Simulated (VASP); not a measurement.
Runs of VASP 6.6.1 on Ru. The structure is that of space group Fm-3m (No. 225), or close to it. The cells are those of the table. This isn't the form of Ru at room conditions, which is hcp.

| cell | k mesh | gap on the mesh (eV) | pressure (GPa) |
| --- | --- | --- | --- |
| a = 2.748 Å, angles 60.0°, 1 atom | 25 × 25 × 25 | none | -15.7 |
| a = 2.640 Å, angles 60.0°, 1 atom | 49 × 49 × 49 | none | (a) |
| a = 2.730 Å, angles 60.0°, 1 atom | 25 × 25 × 25 | none | -11.1 |
| a = 2.713 Å, angles 60.0°, 1 atom | 25 × 25 × 25 | none | -6.0 |

Alike in all rows: task single point; level PBE; potentials or basis VASP PAW PBE potentials, release 64 (Ru_pv); no spin polarisation; cutoff (eV) 520; smearing fermi-dirac 0.0612256 eV.

Problem. Fill in the values left out.

Solution. (a) 21.8.

Caveats: the cell stands under tension (at least some runs); the cell stands under pressure (at least some runs).

A k mesh can miss the band edges, and the runs leave out spin-orbit coupling on Ru.

A gap of «none» marks levels without a gap at the run's occupations.
